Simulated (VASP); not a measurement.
Ti, 4 atoms in the cell. Symmetry: P6_3/mmc, No. 194, hexagonal system. The conventional cell has a = 2.936 Å, b = 2.936 Å, c = 9.362 Å, α = 90.00°, β = 90.00°, γ = 120.00°. Ti (site symmetry -3m) has 12 Ti at 2.89 to 2.94 Å within 3.8 Å. Within 3.8 Å of Ti (site symmetry -6m2) lie 12 Ti at 2.89 to 2.94 Å. 

```yaml
Program: VASP 6.6.1
Task: single point
Functional: PBE
Potentials_or_basis: VASP PAW PBE potentials, release 64 (Ti_sv)
Cutoff: 520 eV
k_mesh: 18 × 18 × 6
Occupations: gaussian, width 0.1 eV
Spin: no spin polarisation
Dipole_correction: no
Further_INCAR_settings: ALGO = Fast; EDIFF = 1e-06; NBANDS = 32
```

Potentials or basis: VASP PAW PBE potentials, release 64 (Ti_sv).

The run is started by

```console
$ cat potpaw_PBE.64/Ti_sv/POTCAR > POTCAR
$ mpirun -np 1 vasp_std > vasp.out
```

Hardware: 1 thread of Intel(R) Xeon(R) 6975P-C (Granite Rapids), with other jobs on the host.

Task: Estimate the wall time of this run.

Result: It took 7.3 min on 1 thread of Intel(R) Xeon(R) 6975P-C (Granite Rapids) (shared host), peak memory 0.37 GiB. Counts: scf iterations 45, k points 148.
